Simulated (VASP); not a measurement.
# GaP in VASP: further runs, part 2 of 2

VASP 6.6.1.

## (3) Single point, PBE

INCAR

```
SYSTEM = GaP
PREC = Accurate
ENCUT = 520
EDIFF = 1E-6
ISMEAR = -1
SIGMA = 0.1
LREAL = .FALSE.
LASPH = .TRUE.
NELM = 100
ALGO = Normal
ISIF = 2
LWAVE = .FALSE.
LCHARG = .FALSE.
LDIPOL = .TRUE.
IDIPOL = 3
DIPOL = 0.5 0.5 0.500
GGA = PE
EFIELD = -0.1
NBANDS = 26
```

KPOINTS

```
regular mesh
0
G
  4 4 1
  0 0 0
```

POSCAR

```
GaP
1.0
    3.8540855109      0.0000000000      0.0000000000
    1.9270427554      3.3377359608      0.0000000000
    0.0000000000      0.0000000000     15.9335595528
Ga P
2 2
Direct
    0.0000000000      0.0000000000      0.3765636913
    0.3333333333      0.3333333333      0.5740617852
    0.3333333333      0.3333333333      0.4259382148
    0.6666666667      0.6666666667      0.6234363087
```

Potentials or basis: VASP PAW PBE potentials, release 64 (Ga_d, P).

Launch:

```console
cat potpaw_PBE.64/Ga_d/POTCAR potpaw_PBE.64/P/POTCAR > POTCAR
mpirun -np 1 vasp_std > vasp.out
```

OUTCAR:

```text
SYSTEM = GaP
   PREC = Accurate
   ENCUT = 520
   EDIFF = 1E-6
   ISMEAR = -1
   LREAL = .FALSE.
   LASPH = .TRUE.
   NELM = 100
   ISIF = 2
   GGA = PE

 ion  position               nearest neighbor table
   1  0.000  0.000  0.377-   3 2.36   3 2.36   3 2.36
   2  0.333  0.333  0.574-   3 2.36   4 2.36   4 2.36   4 2.36
   3  0.333  0.333  0.426-   2 2.36   1 2.36   1 2.36   1 2.36
   4  0.667  0.667  0.623-   2 2.36   2 2.36   2 2.36

  LATTYP: Found a hexagonal cell.
 ALAT       =     3.8540855109
 C/A-ratio  =     4.1341998012

  Lattice vectors:

 A1 = (  -1.9270427554,  -3.3377359608,   0.0000000000)
 A2 = (   3.8540855109,   0.0000000000,   0.0000000000)
 A3 = (   0.0000000000,   0.0000000000,  15.9335595528)

Analysis of symmetry for initial positions (statically):
=====================================================================
 Subroutine PRICEL returns:
 Original cell was already a primitive cell.

 Routine SETGRP: Setting up the symmetry group for a
 hexagonal supercell.

 Subroutine GETGRP returns: Found  6 space group operations
 (whereof  6 operations were pure point group operations)
 out of a pool of 24 trial point group operations.

The static configuration has the point symmetry C_3v.

Analysis of symmetry for dynamics (positions and initial velocities):
=====================================================================
 An external electric field (EFIELD) may reduce the allowed symmetry operations
 Subroutine PRICEL returns:
 Original cell was already a primitive cell.

 Routine SETGRP: Setting up the symmetry group for a
 hexagonal supercell.

 Subroutine GETGRP returns: Found  6 space group operations
 (whereof  6 operations were pure point group operations)
 out of a pool of 24 trial point group operations.

The dynamic configuration has the point symmetry C_3v.

 Subroutine INISYM returns: Found  6 space group operations
 (whereof  6 operations are pure point group operations),
 and found     1 'primitive' translations

----------------------------------------------------------------------------------------

                                     Primitive cell

  volume of cell :     204.9680

  direct lattice vectors                    reciprocal lattice vectors
     3.854085511  0.000000000  0.000000000     0.259464923 -0.149802143  0.000000000
     1.927042755  3.337735961  0.000000000     0.000000000  0.299604286  0.000000000
     0.000000000  0.000000000 15.933559553     0.000000000  0.000000000  0.062760615

  length of vectors
     3.854085511  3.854085511 15.933559553     0.299604286  0.299604286  0.062760615

  position of ions in fractional coordinates (direct lattice)
     0.000000000  0.000000000  0.376563691
     0.333333333  0.333333333  0.574061785
     0.333333333  0.333333333  0.425938215
     0.666666667  0.666666667  0.623436309

  ion indices of the primitive-cell ions
   primitive index   ion index
                 1           1
                 2           2
                 3           3
                 4           4

----------------------------------------------------------------------------------------

 KPOINTS: regular mesh

Automatic generation of k-mesh.
 Grid dimensions read from file:
 generate k-points for:    4    4    1

 Generating k-lattice:

  Cartesian coordinates                     Fractional coordinates (reciprocal lattice)
     0.064866231 -0.037450536  0.000000000     0.250000000  0.000000000  0.000000000
     0.000000000  0.074901072  0.000000000     0.000000000  0.250000000  0.000000000
     0.000000000  0.000000000  0.062760615     0.000000000  0.000000000  1.000000000

  Length of vectors
     0.074901072  0.074901072  0.062760615

  Shift w.r.t. Gamma in fractional coordinates (k-lattice)
     0.000000000  0.000000000  0.000000000

 Subroutine IBZKPT returns following result:
 ===========================================

 Found      4 irreducible k-points:

 Following reciprocal coordinates:
            Coordinates               Weight
  0.000000  0.000000  0.000000      1.000000
  0.250000  0.000000  0.000000      6.000000
  0.500000  0.000000  0.000000      3.000000
  0.500000  0.250000  0.000000      6.000000
   k-points           NKPTS =      4   k-points in BZ     NKDIM =      4   number of bands    NBANDS=     26
   number of dos      NEDOS =    301   number of ions     NIONS =      4
   total plane-waves  NPLWV = 108000
   dimension x,y,z NGX =    30 NGY =   30 NGZ =  120
   dimension x,y,z NGXF=    60 NGYF=   60 NGZF=  240
   ions per type =               2   2
   NGX,Y,Z   is equivalent  to a cutoff of  12.94, 12.94, 12.52 a.u.
   NGXF,Y,Z  is equivalent  to a cutoff of  25.88, 25.88, 25.04 a.u.
 SYSTEM =  GaP
   PREC   = accura    normal or accurate (medium, high low for compatibility)
   ISTART =      0    job   : 0-new  1-cont  2-samecut
   ICHARG =      2    charge: 1-file 2-atom 10-const
   ISPIN  =      1    spin polarized calculation?
   LNONCOLLINEAR =      F non collinear calculations
   LSORBIT =      F    spin-orbit coupling
   LASPH  =      T    aspherical Exc in radial PAW
   ENCUT  =  520.0 eV  38.22 Ry    6.18 a.u.   7.17  7.17 29.63*2*pi/ulx,y,z
   NELM   =    100;   NELMIN=  2; NELMDL= -5     # of ELM steps
   EDIFF  = 0.1E-05   stopping-criterion for ELM
   LREAL  =      F    real-space projection
   EDIFFG = 0.1E-04   stopping-criterion for IOM
   NSW    =      0    number of steps for IOM
   IBRION =     -1    ionic relax: 0-MD 1-quasi-New 2-CG
   NFREE  =      0    steps in history (QN), initial steepest desc. (CG)
   ISIF   =      2    stress and relaxation
   ISYM   =      2    0-nonsym 1-usesym 2-fastsym
   POTIM  = 0.5000    time-step for ionic-motion
   TEBEG  =    0.0;   TEEND  =   0.0 temperature during run
   PSTRESS=    0.0 pullay stress
   NELECT =      36.0000    total number of electrons
   NUPDOWN=      -1.0000    fix difference up-down
   EMIN   =  10.00;   EMAX   =-10.00  energy-range for DOS
   EFERMI =   0.00;   METHOD = LEGACY
   ISMEAR =    -1;   SIGMA  =   0.10  broadening in eV -4-tet -1-fermi 0-gaus
   EFERMI_NEDOS =   21; number of points for ismear=-14 and -15
   IALGO  =     38    algorithm
   IMIX   =      4    mixing-type and parameters
     AMIX     =   0.40;   BMIX     =  1.00
     AMIX_MAG =   1.60;   BMIX_MAG =  1.00
  volume/ion in A,a.u.               =      51.24       345.80
  Fermi-wavevector in a.u.,A,eV,Ry     =   0.916812  1.732523 11.436299  0.840544
  Thomas-Fermi vector in A             =   2.041710
   LORBIT       =      0    0 simple, 1 ext, 2 COOP (PROOUT), +10 PAW based schemes
   GGA     = PE    functional components
   LHFCALC =     F    Hartree Fock is set to
   AEXX    =    0.0000 exact exchange contribution
   IVDW    =     0    specifies the selected vdW correction
   LEPSILON=     F    determine dielectric tensor
   LRPA    =     F    only Hartree local field effects (RPA)
 non-spin polarized calculation
  energy-cutoff  :      520.00
  volume of cell :      204.97
 maximum number of plane-waves:      5528
 NGX is ok and might be reduce to    30
   NGX = 15   NGY = 15   NGZ = 59

 number of electron      35.9999994 magnetization

 dipolmoment           0.000000      0.000000      0.116096 electrons x Angstroem

 Free energy of the ion-electron system (eV)
  ---------------------------------------------------
  ext. energy  EPLUGINS =         0.00000000
  ---------------------------------------------------
  free energy    TOTEN  =       -16.28533640 eV

  energy without entropy =      -16.23073416  energy(sigma->0) =      -16.25803528

 E-fermi :  -0.8055     XC(G=0):  -4.7860

 val. band max:       -0.8417120993   @ k =   0.0000   0.0000   0.0000
 cond. band min:      -0.6200248610   @ k =   0.5000   0.2500   0.0000
 fundamental gap:      0.2216872383
 Fermi energy:        -0.8055220261

 k-point     1 :       0.0000    0.0000    0.0000
  band No.  band energies     occupation
      1     -16.2890      2.00000
      2     -16.2183      2.00000
      3     -16.2183      2.00000
      4     -16.1376      2.00000
      5     -16.1376      2.00000
      6     -15.3809      2.00000
[... 105 lines left out ...]
     25       4.9248      0.00000
     26       5.5463      0.00000

------------------------ aborting loop because EDIFF is reached ----------------------------------------

 vacuum level on the upper side and lower side of the slab       (xc-potential included)         1.414        -1.778

  FORCE on cell =-STRESS in cart. coord.  units (eV):
  Direction    XX          YY          ZZ          XY          YZ          ZX
  --------------------------------------------------------------------------------------
  -------------------------------------------------------------------------------------
  Total        0.1729007      0.1729007      1.6603361     -0.0000000     -0.0000000      0.0000000
  in kB        1.3515157      1.3515157     12.9783796     -0.0000000     -0.0000000      0.0000000
  external PRESSURE =       5.2271370 kB  Pullay stress =       0.0000000 kB

 VOLUME and BASIS-vectors are now :
 -----------------------------------------------------------------------------
  energy-cutoff  :      520.00
  volume of cell :      204.97
      direct lattice vectors                 reciprocal lattice vectors
     3.854085511  0.000000000  0.000000000     0.259464923 -0.149802143  0.000000000
     1.927042755  3.337735961  0.000000000     0.000000000  0.299604286  0.000000000
     0.000000000  0.000000000 15.933559553     0.000000000  0.000000000  0.062760615

 POSITION                                       TOTAL-FORCE (eV/Angst)
 -----------------------------------------------------------------------------------
      0.00000      0.00000      6.00000        -0.000000      0.000000      0.513226
      1.92704      1.11258      9.14685         0.000000     -0.000000      1.173836
      1.92704      1.11258      6.78671         0.000000     -0.000000     -1.460562
      3.85409      2.22516      9.93356        -0.000000     -0.000000     -0.226500
 -----------------------------------------------------------------------------------
    total drift:                                0.000003      0.000002      0.000451

  FREE ENERGIE OF THE ION-ELECTRON SYSTEM (eV)
  ---------------------------------------------------
  free  energy   TOTEN  =       -16.2853364032 eV

  energy  without entropy=      -16.2307341638  energy(sigma->0) =      -16.25803528

 vacuum level on the upper side and lower side of the slab         5.243         1.973
```

stdout:

```text
POSCAR found type information on POSCAR GaP
 POSCAR found :  2 types and       4 ions
 scaLAPACK will be used
 LDA part: xc-table for (Slater+PW92), standard interpolation
 POSCAR, INCAR and KPOINTS ok, starting setup
 FFT: planning ... GRIDC
 FFT: planning ... GRID_SOFT
 FFT: planning ... GRID
 WAVECAR not read
 entering main loop
```

Run time: 65 s. Hardware: 1 thread of Intel Xeon 6975P-C, shared host; peak memory 0.3 GiB.

What came out:

```yaml
Free_energy: -16.2853 eV
Largest_force: 1.461 eV/Å
Band_gap_on_the_k_mesh: 0.22 eV, indirect (least direct gap 0.67 eV)
```

Forces in eV/Å, atoms in the order of the input:
```
Ga   0.000  0.000  0.513
Ga   0.000  0.000  1.174
P    0.000  0.000 -1.461
P    0.000  0.000 -0.227
```

Caveat: the k points lie up to 0.47 Å⁻¹ apart.
